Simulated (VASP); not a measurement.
Here is a VASP 6.6.1 calculation.

The input POSCAR:

```
PbSe
1.0
    0.0000000000      3.0809197960      3.0809197960
    3.0809197960      0.0000000000      3.0809197960
    3.0809197960      3.0809197960      0.0000000000
Pb Se
1 1
Direct
    0.0000000000      0.0000000000      0.0000000000
    0.5000000000      0.5000000000      0.5000000000
```

Contents of INCAR.step1:

```
SYSTEM = PbSe
ALGO = Normal ; EDIFF = 1E-5
ENCUT = 520 ; GGA = PE
ISIF = 2 ; ISMEAR = -1
LASPH = .True. ; LCHARG = .False.
LREAL = .False. ; LWAVE = .True.
NBANDS = 17 ; NELM = 80
PREC = Accurate ; SIGMA = 0.05
```

File INCAR.step2:

```
SYSTEM = PbSe
AEXX = 0.25 ; ALGO = Normal
EDIFF = 1E-6 ; ENCUT = 520
GGA = PS ; ISIF = 2
ISMEAR = -1 ; ISTART = 1
LASPH = .True. ; LCHARG = .False.
LHFCALC = .True. ; LREAL = .False.
LWAVE = .False. ; NBANDS = 17
NELM = 80 ; PREC = Accurate
PRECFOCK = Normal ; SIGMA = 0.05
```

File KPOINTS:

```
k-points
0
Gamma
  4 4 4
  0 0 0
```

Potentials or basis: VASP PAW PBE potentials, release 64 (Pb_d, Se).

Command:

```bash
$ cat potpaw_PBE.64/Pb_d/POTCAR potpaw_PBE.64/Se/POTCAR > POTCAR
$ cp INCAR.step1 INCAR
$ mpirun -np 1 vasp_std > vasp.out
$ cp INCAR.step2 INCAR
$ mpirun -np 1 vasp_std > vasp.out
```

Q: Estimate the band gap on the k mesh.

A: 1.36 eV.

Q: Estimate the pressure.

A: -1.9 GPa.

Caveat: the k points lie up to 0.44 Å⁻¹ apart; the PAW data sets were made with another functional, which shifts forces and pressure a little; spin-orbit coupling is left out, which moves the levels of the heavy elements. A k mesh can miss the band edges.
